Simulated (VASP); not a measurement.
Input of a VASP 6.6.1 run:

INCAR

```
SYSTEM = Ti
PREC = Accurate
ENCUT = 520
EDIFF = 1E-7
ISMEAR = 1
SIGMA = 0.05
LREAL = .False.
LASPH = .True.
NELM = 100
ALGO = Normal
ISIF = 2
LWAVE = .False.
LCHARG = .True.
GGA = PS
LELF = .True.
LVHAR = .True.
NBANDS = 12
```

KPOINTS

```
regular mesh
0
Gamma
  12 12 12
  0 0 0
```

Contents of POSCAR:

```
Ti
1.0
    0.0000000000      2.0698140295      2.0698140295
    2.0698140295      0.0000000000      2.0698140295
    2.0698140295      2.0698140295      0.0000000000
Ti
1
Direct
    0.0000000000      0.0000000000      0.0000000000
```

Potentials or basis: VASP PAW PBE potentials, release 64 (Ti_sv).

Run with:

```bash
$ cat potpaw_PBE.64/Ti_sv/POTCAR > POTCAR
$ mpirun -np 1 vasp_std > vasp.out
```

Task: What does it give for the pressure?

Result: -6.4 GPa.

Task: Estimate the band gap on the k mesh.

Result: Zero (band 6 reaches 8.73 eV, above the bottom of band 7 at 7.50 eV).

Caveat: the PAW data sets were made with another functional, which shifts forces and pressure a little.
